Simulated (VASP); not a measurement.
# C (P-1) in VASP: notebook, part 2 of 2

VASP 6.6.1.

## Step 4: Single point, PBEsol+D3(BJ)

This run uses another cell than the first one, of 8.37 Å³/atom, 0.936 times its volume.

File INCAR:

```
  ALGO = Normal
  EDIFF = 1E-7
  ENCUT = 520
  GGA = PS
  ISIF = 2
  ISMEAR = 0
  IVDW = 12
  LASPH = True
  LCHARG = True
  LELF = True
  LREAL = False
  LVHAR = True
  LWAVE = False
  NBANDS = 31
  NELM = 100
  PREC = Accurate
  SIGMA = 0.05
```

File KPOINTS:

```
k-points
0
Gamma
  8 11 3
```

File POSCAR:

```
C
1.0
    0.0000000000      1.4191802056     -3.2829684911
   -2.4580922212      0.0000000000      0.0000000000
    3.2774562949     10.1778449805      0.4479620028
C
10
Direct
   -0.1783931147      0.7858553907      0.8893915430
    0.7095800675      0.6911776854      0.0683832640
    0.7375867720      0.4648471117      0.2736353338
   -0.2344065236      1.2385165381      0.4788874035
   -0.2063998191      1.0121859644      0.6841394733
    0.7184266369      0.2824917409      0.1368688057
   -0.2535666586      1.0561611673      0.3421208755
   -0.2255599542      0.8298305936      0.5473729452
   -0.1975532497      1.6035000199      0.7526250150
   -0.1695465453      1.3771694463      0.9578770847
```

Potentials or basis: VASP PAW PBE potentials, release 64 (C).

Started as:

```
> cat potpaw_PBE.64/C/POTCAR > POTCAR
> mpirun -np 1 vasp_std > vasp.out
```

OUTCAR:

```text
EDIFF = 1E-7
   ENCUT = 520
   GGA = PS
   ISIF = 2
   ISMEAR = 0
   IVDW = 12
   LASPH = True
   LREAL = False
   NELM = 100
   PREC = Accurate
 IVDW          = 12

 ion  position               nearest neighbor table
   1  0.822  0.786  0.889-   9 1.42  10 1.42  10 1.42   2 1.91
   2  0.710  0.691  0.068-  10 1.13   6 1.42   6 1.42   1 1.91
   3  0.738  0.465  0.274-   7 1.42   7 1.42   6 1.42
   4  0.766  0.239  0.479-   7 1.42   8 1.42   8 1.42
   5  0.794  0.012  0.684-   9 1.42   9 1.42   8 1.42
[... 1048 lines left out ...]
  in kB     105.14016   656.02863    77.52592    45.84508   249.27509    -9.12985
  external pressure =      279.56 kB  Pullay stress =        0.00 kB

 VOLUME and BASIS-vectors are now :
 -----------------------------------------------------------------------------
  energy-cutoff  :      520.00
  volume of cell :       83.70
      direct lattice vectors                 reciprocal lattice vectors
     0.000000000  1.419180206 -3.282968491     0.000000000  0.013156283 -0.298915103
    -2.458092221  0.000000000  0.000000000    -0.406819562  0.128557518  0.055573572
     3.277456295 10.177844980  0.447962003     0.000000000  0.096418138  0.041680179

 POSITION                                       TOTAL-FORCE (eV/Angst)
 -----------------------------------------------------------------------------------
      0.98324     10.21810     -2.29890        -0.247261     -4.727844     -2.112826
     -1.47486      1.70302     -2.29890        -2.093012     24.671340      6.869647
     -0.24581      3.83179     -2.29890         0.670625     -0.424242      0.438992
      0.98324      5.96056     -2.29890         0.062331     -0.268518     -0.043160
      2.21228      8.08933     -2.29890         0.039093     -0.384702      0.085449
     -0.24581      2.41261     -2.29726         0.247261      4.727844      2.112826
      0.98324      4.54138     -2.29726        -0.039093      0.384702     -0.085449
     -0.24581      6.67015     -2.29726        -0.062331      0.268518      0.043160
      0.98324      8.79892     -2.29726        -0.670625      0.424242     -0.438992
      2.21228     10.92769     -2.29726         2.093012    -24.671340     -6.869647
 -----------------------------------------------------------------------------------
    total drift:                               -0.000008     -0.000017     -0.000012

  FREE ENERGIE OF THE ION-ELECTRON SYSTEM (eV)
  ---------------------------------------------------
  free  energy   TOTEN  =       -91.6783005613 eV

  energy  without entropy=      -91.6783005056  energy(sigma->0) =      -91.67830053
```

OSZICAR:

```text
N       E                     dE             d eps       ncg     rms          rms(c)
DAV:   1     0.138217664156E+03    0.13822E+03   -0.20883E+04  8246   0.121E+03
DAV:   2    -0.876500375475E+02   -0.22587E+03   -0.21722E+03 10363   0.261E+02
DAV:   3    -0.983568930612E+02   -0.10707E+02   -0.10636E+02 10676   0.552E+01
DAV:   4    -0.984907937313E+02   -0.13390E+00   -0.13373E+00 11165   0.690E+00
DAV:   5    -0.984933497528E+02   -0.25560E-02   -0.25556E-02 10750   0.901E-01    0.162E+01
DAV:   6    -0.923276898799E+02    0.61657E+01   -0.63948E+00 10228   0.134E+01    0.930E+00
DAV:   7    -0.906275431961E+02    0.17001E+01   -0.61456E+00 10333   0.123E+01    0.284E+00
DAV:   8    -0.906335814952E+02   -0.60383E-02   -0.26791E-01 10351   0.283E+00    0.771E-01
DAV:   9    -0.906367778911E+02   -0.31964E-02   -0.27981E-02 10333   0.896E-01    0.187E-01
DAV:  10    -0.906371253146E+02   -0.34742E-03   -0.28249E-03 10438   0.274E-01    0.642E-02
DAV:  11    -0.906371773240E+02   -0.52009E-04   -0.21495E-04 10577   0.838E-02    0.369E-02
DAV:  12    -0.906372420543E+02   -0.64730E-04   -0.81992E-05  9896   0.478E-02    0.766E-03
DAV:  13    -0.906372448870E+02   -0.28327E-05   -0.37142E-06 11077   0.103E-02    0.430E-03
DAV:  14    -0.906372455142E+02   -0.62718E-06   -0.12799E-06 10147   0.632E-03    0.103E-03
DAV:  15    -0.906372454972E+02    0.16969E-07   -0.93207E-08  8872   0.168E-03
   1 F= -.91678301E+02 E0= -.91678301E+02  d E =-.556283E-07
```

Run time: 6.6 min. Hardware: 1 thread of Oxide Virtual Turin-like, shared host; peak memory 0.31 GiB.

What came out:

| Quantity | Value |
| --- | --- |
| Free energy | -91.6783 eV |
| Pressure | 28.0 GPa |
| Largest force | 25.695 eV/Å |
| Band gap on the k mesh | 0.30 eV, direct |
| Dispersion energy per atom | -0.104 eV |

Forces on the atoms (eV/Å):
```
C    -0.247  -4.728  -2.113
C    -2.093  24.671   6.870
C     0.671  -0.424   0.439
C     0.062  -0.269  -0.043
C     0.039  -0.385   0.085
C     0.247   4.728   2.113
C    -0.039   0.385  -0.085
C    -0.062   0.269   0.043
C    -0.671   0.424  -0.439
C     2.093 -24.671  -6.870
```

Caveat: the PAW data sets were made with another functional, which shifts forces and pressure a little. A k mesh can miss the band edges.

## Step 5: Overview

| cell | gap on the mesh (eV) | pressure (GPa) | largest force (eV/Å) |
| --- | --- | --- | --- |
| a = 3.577, b = 2.458, c = 11.284 Å, angles 106.9, 71.2, 90.0°, 10 atoms | 0.25 | -4.4 | 5.45 |
| a = 3.577, b = 2.458, c = 9.740 Å, angles 99.7, 82.7, 90.0°, 10 atoms | 0.19 | -1.1 | 5.49 |
| a = 3.577, b = 2.458, c = 10.702 Å, angles 107.8, 70.2, 90.0°, 10 atoms | 0.30 | 28.0 | 25.70 |

Alike in all rows: task single point; level PBEsol+D3(BJ); potentials or basis VASP PAW PBE potentials, release 64 (C); no spin polarisation; k mesh 8 × 11 × 3; cutoff (eV) 520; smearing gaussian 0.05 eV.

Caveats: the PAW data sets were made with another functional, which shifts forces and pressure a little.

Absolute energies hang on the potentials; compare differences alone.
